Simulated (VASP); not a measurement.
A run of VASP 6.6.1:

INCAR

```
PREC = Accurate
ENCUT = 520
EDIFF = 1E-6
ISMEAR = 0
SIGMA = 0.05
LREAL = F
LASPH = T
NELM = 100
ALGO = Normal
ISIF = 2
LWAVE = F
LCHARG = F
GGA = PS
NBANDS = 31
```

KPOINTS

```
Automatic mesh
0
Gamma
  6 6 6
```

The input POSCAR:

```
HfO2
1.0
    0.0000000000     -2.5220673945     -2.5220673945
    0.0000000000      2.5220673945     -2.5220673945
    5.0441347890      0.0000000000      0.0000000000
Hf O
2 4
Direct
    0.0143929540     -0.0143929540      0.0000000000
    0.4856070460      0.5143929540      0.5000000000
   -0.0005725678      0.4994274322      0.7500000000
    0.5005725678      0.0005725678      0.2500000000
   -0.0005725678      0.4994274322      0.2500000000
    0.5005725678      0.0005725678      0.7500000000
```

Potentials or basis: VASP PAW PBE potentials, release 64 (Hf_pv, O).

Launch:

```bash
$ cat potpaw_PBE.64/Hf_pv/POTCAR potpaw_PBE.64/O/POTCAR > POTCAR
$ mpirun -np 1 vasp_std > vasp.out
```

Hardware: 1 thread of AMD EPYC 9R45 (Zen 5) (shared host).

Problem. How long does it take, and how much memory?

Solution. Wall time 110 s on 1 thread of AMD EPYC 9R45 (Zen 5) (shared host), peak memory 0.19 GiB. Counts: scf iterations 14, k points 52.
